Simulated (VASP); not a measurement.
Input of a VASP 6.6.1 run:

Contents of INCAR:

```
  PREC = Accurate
  ENCUT = 520
  EDIFF = 1E-6
  ISMEAR = -1
  SIGMA = 0.05
  LREAL = False
  LASPH = True
  NELM = 150
  ALGO = Normal
  ISIF = 2
  LWAVE = False
  LCHARG = False
  LNONCOLLINEAR = True
  MAGMOM = 0 0 0 0 0 0 0 0 0
  LORBIT = 11
  LSORBIT = True
  GGA_COMPAT = False
  LORBMOM = True
  LMAXMIX = 4
  GGA = PS
  NBANDS = 29
```

The input KPOINTS:

```
Automatic mesh
0
Gamma
  10 10 8
```

The input POSCAR:

```
HfB2
1.0
    3.1400000000      0.0000000000      0.0000000000
   -1.5700000000      2.7193197679      0.0000000000
    0.0000000000      0.0000000000      3.4800000000
Hf B
1 2
Direct
    0.0000000000      0.0000000000      0.0000000000
    0.6666666667      0.3333333333      0.5000000000
    0.3333333333      0.6666666667      0.5000000000
```

Potentials or basis: VASP PAW PBE potentials, release 64 (Hf_pv, B).

Command:

```sh
$ cat potpaw_PBE.64/Hf_pv/POTCAR potpaw_PBE.64/B/POTCAR > POTCAR
$ mpirun -np 1 vasp_ncl > vasp.out
```

What does it give for the net moment?

0.00 μB per cell.

Predict the pressure.

-4.4 GPa.

Stress tensor (GPa, compression positive):
```
-4.22  0.00  0.00
 0.00 -4.22  0.00
 0.00  0.00 -4.88
```

Caveat: the cell stands under tension; the PAW data sets were made with another functional, which shifts forces and pressure a little.
